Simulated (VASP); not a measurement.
# InAs (I-4m2) in VASP: single point with HSE06

Aim: the single point of InAs with HSE06.

Program: VASP 6.6.1. These are calculated values, not measurements. Logs are shortened: lines on timing, memory, paths and dates and some standing lists are left out, and cuts for length are marked.

## Step 1: The cell of the first run

Symmetry: I-4m2, No. 119, tetragonal system. Conventional cell: a = 4.320 Å, b = 4.320 Å, c = 5.980 Å, α = 90.00°, β = 90.00°, γ = 90.00°. Within 3.5 Å of In (site symmetry -4m2) lie 4 As at 2.63 Å. As (site symmetry -4m2) has 4 In at 2.63 Å within 3.5 Å.

## Step 2: Single point, HSE06 (uniaxial z strain -2.1%)

Input file POSCAR:

```
InAs
1.0
    0.0000000000      3.0545905078      2.9901386481
    3.0545905078      0.0000000000      2.9901386481
    3.0545905078      3.0545905078      0.0000000000
In As
1 1
Direct
    0.0000000000      0.0000000000      0.0000000000
    0.2500000000      0.2500000000      0.2500000000
```

Input file INCAR.step1:

```
ALGO = Normal
EDIFF = 1E-5
ENCUT = 520
GGA = PE
ISIF = 2
ISMEAR = -1
KPAR = 4
LASPH = T
LCHARG = F
LREAL = F
LWAVE = T
NBANDS = 16
NELM = 80
PREC = Accurate
SIGMA = 0.02
```

Input file INCAR.step2:

```
ALGO = Normal
EDIFF = 1E-7
ENCUT = 520
GGA = PE
HFSCREEN = 0.2079
ISIF = 2
ISMEAR = -1
ISTART = 1
KPAR = 4
LASPH = T
LCHARG = F
LHFCALC = T
LREAL = F
LWAVE = F
NBANDS = 16
NELM = 80
PREC = Accurate
PRECFOCK = Normal
SIGMA = 0.02
```

Input file KPOINTS:

```
k-points
0
Gamma
  6 6 6
```

Potentials or basis: VASP PAW PBE potentials, release 64 (In_d, As).

Run with:

```
$ cat potpaw_PBE.64/In_d/POTCAR potpaw_PBE.64/As/POTCAR > POTCAR
$ cp INCAR.step1 INCAR
$ mpirun -np 4 vasp_std > vasp.out
$ cp INCAR.step2 INCAR
$ mpirun -np 4 vasp_std > vasp.out
```

OUTCAR:

```text
EDIFF = 1E-7
   ENCUT = 520
   GGA = PE
   HFSCREEN = 0.2079
   ISIF = 2
   ISMEAR = -1
   ISTART = 1
   LASPH = T
   LHFCALC = T
   LREAL = F
   NELM = 80
   PREC = Accurate
   PRECFOCK = Normal

 ion  position               nearest neighbor table
   1  0.000  0.000  0.000-   2 2.63   2 2.63   2 2.63   2 2.63
   2  0.250  0.250  0.250-   1 2.63   1 2.63   1 2.63   1 2.63

  LATTYP: Found a body centered tetragonal cell.
 ALAT       =     4.3198433236
 C/A-ratio  =     1.3843736562

  Lattice vectors:

 A1 = (   0.0000000000,  -3.0545905078,  -2.9901386481)
 A2 = (   0.0000000000,   3.0545905078,  -2.9901386481)
 A3 = (   3.0545905078,   0.0000000000,   2.9901386481)

Analysis of symmetry for initial positions (statically):
=====================================================================
 Subroutine PRICEL returns:
 Original cell was already a primitive cell.

 Routine SETGRP: Setting up the symmetry group for a
 body centered tetragonal supercell.

 Subroutine GETGRP returns: Found  8 space group operations
 (whereof  8 operations were pure point group operations)
 out of a pool of 16 trial point group operations.

The static configuration has the point symmetry D_2d.

Analysis of symmetry for dynamics (positions and initial velocities):
=====================================================================
 Subroutine PRICEL returns:
 Original cell was already a primitive cell.

 Routine SETGRP: Setting up the symmetry group for a
 body centered tetragonal supercell.

 Subroutine GETGRP returns: Found  8 space group operations
 (whereof  8 operations were pure point group operations)
 out of a pool of 16 trial point group operations.

The dynamic configuration has the point symmetry D_2d.

 Subroutine INISYM returns: Found  8 space group operations
 (whereof  8 operations are pure point group operations),
 and found     1 'primitive' translations

----------------------------------------------------------------------------------------

                                     Primitive cell

  volume of cell :      55.7991

  direct lattice vectors                    reciprocal lattice vectors
     0.000000000  3.054590508  2.990138648    -0.163688062  0.163688062  0.167216326
     3.054590508  0.000000000  2.990138648     0.163688062 -0.163688062  0.167216326
     3.054590508  3.054590508  0.000000000     0.163688062  0.163688062 -0.167216326
[... 84 lines left out ...]
   EDIFF  = 0.1E-06   stopping-criterion for ELM
   LREAL  =      F    real-space projection
   EDIFFG = 0.1E-05   stopping-criterion for IOM
   NSW    =      0    number of steps for IOM
   IBRION =     -1    ionic relax: 0-MD 1-quasi-New 2-CG
   NFREE  =      0    steps in history (QN), initial steepest desc. (CG)
   ISIF   =      2    stress and relaxation
   ISYM   =      3    0-nonsym 1-usesym 2-fastsym
   POTIM  = 0.5000    time-step for ionic-motion
   TEBEG  =    0.0;   TEEND  =   0.0 temperature during run
   PSTRESS=    0.0 pullay stress
   NELECT =      18.0000    total number of electrons
   NUPDOWN=      -1.0000    fix difference up-down
   EMIN   =  10.00;   EMAX   =-10.00  energy-range for DOS
   EFERMI =   0.00;   METHOD = LEGACY
   ISMEAR =    -1;   SIGMA  =   0.02  broadening in eV -4-tet -1-fermi 0-gaus
   EFERMI_NEDOS =   21; number of points for ismear=-14 and -15
   IALGO  =     38    algorithm
   IMIX   =      1    mixing-type and parameters
     AMIX     =   0.40;   BMIX     =  1.00
     AMIX_MAG =   1.60;   BMIX_MAG =  1.00
  volume/ion in A,a.u.               =      27.90       188.28
  Fermi-wavevector in a.u.,A,eV,Ry     =   1.122768  2.121723 17.151602  1.260607
  Thomas-Fermi vector in A             =   2.259430
   LORBIT       =      0    0 simple, 1 ext, 2 COOP (PROOUT), +10 PAW based schemes
   GGA     = PE    functional components
   LHFCALC =     T    Hartree Fock is set to
   PRECFOCK=normal    Normal, Fast or Accurate (Low or Medium for compatibility)
   ENCUT4O =  -1.0   cutoff for four orbital integrals eV
   NKREDX  =     1    reduce k-point grid by
   NKREDY  =     1    reduce k-point grid by
   NKREDZ  =     1    reduce k-point grid by
   AEXX    =    0.2500 exact exchange contribution
   HFSCREEN=    0.2079 screening length (either q_TF or 0.3 A-1)
   HFSCREENC=   0.2079 screening length for correlation (either q_TF or 0.3 A-1)
   ENCUTFOCK=  -1.0 apply spherical cutoff to Coloumb kernel
   IVDW    =     0    specifies the selected vdW correction
   LEPSILON=     F    determine dielectric tensor
   LRPA    =     F    only Hartree local field effects (RPA)
 non-spin polarized calculation
  energy-cutoff  :      520.00
  volume of cell :       55.80
 maximum number of plane-waves:      1520
  NGX = 24; NGY = 24; NGZ = 28

 number of electron      17.9999993 magnetization

 Free energy of the ion-electron system (eV)
  ---------------------------------------------------
  ext. energy  EPLUGINS =         0.00000000
  ---------------------------------------------------
  free energy    TOTEN  =        -9.21065011 eV

  energy without entropy =       -9.21064996  energy(sigma->0) =       -9.21065003

 E-fermi :   4.2807     XC(G=0):  -7.5497

 val. band max:        4.0758528673   @ k =   0.0000   0.0000   0.0000
 cond. band min:       4.4852657431   @ k =   0.0000   0.0000   0.0000
 fundamental gap:      0.4094128758
 Fermi energy:         4.2806592855

 k-point     1 :       0.0000    0.0000    0.0000
  band No.  band energies     occupation
      1     -12.1103      2.00000
      2     -12.1103      2.00000
      3     -12.1024      2.00000
      4     -11.9808      2.00000
      5     -11.9761      2.00000
      6      -8.9633      2.00000
[... 433 lines left out ...]
      3     -12.0383      2.00000
      4     -12.0016      2.00000
      5     -11.9642      2.00000
      6      -6.9934      2.00000
[... 8 lines left out ...]
     15      16.2510      0.00000
     16      17.0118      0.00000

 [... further k-points ...]
[... 5 lines left out ...]
  --------------------------------------------------------------------------------------
  -------------------------------------------------------------------------------------
  Total        0.2824521      0.2824521      0.5671458      0.0000000      0.0000000      0.0000000
  in kB        8.1101355      8.1101355     16.2846343      0.0000000      0.0000000      0.0000000
  external PRESSURE =      10.8349684 kB  Pullay stress =       0.0000000 kB

 VOLUME and BASIS-vectors are now :
 -----------------------------------------------------------------------------
  energy-cutoff  :      520.00
  volume of cell :       55.80
      direct lattice vectors                 reciprocal lattice vectors
     0.000000000  3.054590508  2.990138648    -0.163688062  0.163688062  0.167216326
     3.054590508  0.000000000  2.990138648     0.163688062 -0.163688062  0.167216326
     3.054590508  3.054590508  0.000000000     0.163688062  0.163688062 -0.167216326

 POSITION                                       TOTAL-FORCE (eV/Angst)
 -----------------------------------------------------------------------------------
      0.00000      0.00000      0.00000        -0.000000     -0.000000     -0.000000
      1.52730      1.52730      1.49507         0.000000      0.000000      0.000000
 -----------------------------------------------------------------------------------
    total drift:                               -0.000001     -0.000001      0.000002

  FREE ENERGIE OF THE ION-ELECTRON SYSTEM (eV)
  ---------------------------------------------------
  free  energy   TOTEN  =        -9.2106501078 eV

  energy  without entropy=       -9.2106499574  energy(sigma->0) =       -9.21065003
```

OUTCAR.step1:

```text
EDIFF = 1E-5
   ENCUT = 520
   GGA = PE
   ISIF = 2
   ISMEAR = -1
[... 677 lines left out ...]
 -----------------------------------------------------------------------------------
      0.00000      0.00000      0.00000        -0.000000      0.000000     -0.000000
      1.52730      1.52730      1.49507         0.000000     -0.000000      0.000000
 -----------------------------------------------------------------------------------
    total drift:                               -0.000000     -0.000000      0.000000

  FREE ENERGIE OF THE ION-ELECTRON SYSTEM (eV)
  ---------------------------------------------------
  free  energy   TOTEN  =        -7.6648472385 eV

  energy  without entropy=       -7.6646986463  energy(sigma->0) =       -7.66477294
```

OSZICAR.step1:

```text
N       E                     dE             d eps       ncg     rms          rms(c)
DAV:   1     0.113930799205E+03    0.11393E+03   -0.82800E+03   968   0.119E+03
DAV:   2    -0.496275320750E+00   -0.11443E+03   -0.10912E+03  1096   0.297E+02
DAV:   3    -0.774899204532E+01   -0.72527E+01   -0.72289E+01  1216   0.740E+01
DAV:   4    -0.793678800502E+01   -0.18780E+00   -0.18772E+00  1288   0.131E+01
DAV:   5    -0.794208211236E+01   -0.52941E-02   -0.52940E-02  1384   0.176E+00    0.450E+00
DAV:   6    -0.768768638772E+01    0.25440E+00   -0.38350E-01  1536   0.103E+01    0.249E+00
DAV:   7    -0.766282842042E+01    0.24858E-01   -0.11297E-01  1328   0.294E+00    0.732E-01
DAV:   8    -0.766400542902E+01   -0.11770E-02   -0.13345E-02  1240   0.127E+00    0.193E-01
DAV:   9    -0.766462722361E+01   -0.62179E-03   -0.96524E-04  1136   0.252E-01    0.115E-01
DAV:  10    -0.766479828915E+01   -0.17107E-03   -0.19914E-04  1280   0.202E-01    0.598E-02
DAV:  11    -0.766484680349E+01   -0.48514E-04   -0.10717E-04  1088   0.114E-01    0.342E-02
DAV:  12    -0.766484723846E+01   -0.43497E-06   -0.42743E-06   920   0.258E-02
   1 F= -.76648472E+01 E0= -.76647729E+01  d E =-.148592E-03
```

Wall time 22 min (4 MPI ranks of Intel Xeon Platinum 8375C at 2.90GHz (Ice Lake), shared host); peak memory 0.31 GiB.

What came out:

```
Free energy            : -9.2107 eV
Pressure               : 1.1 GPa
Band gap on the k mesh : 0.41 eV
```

Levels at points of the mesh, in eV from the valence-band top:
```tsv
k point	band 7	band 8	band 9	band 10	band 11	band 12
(0.00, 0.00, 0.00)	-0.11	-0.11	0.00	0.41	4.57	4.61
(0.50, 0.00, 0.00)	-6.27	-1.20	-1.05	1.55	5.31	5.46
(0.50, 0.50, 0.00)	-6.25	-2.64	-2.64	2.00	2.52	10.29
(0.50, 0.00, 0.50)	-6.39	-2.53	-2.51	2.10	2.72	10.10
```

Caveat: the cell differs from its parent crystal (uniaxial z strain -2.1%); the PAW data sets were made with another functional, which shifts forces and pressure a little; spin-orbit coupling is left out, which moves the levels of the heavy elements.
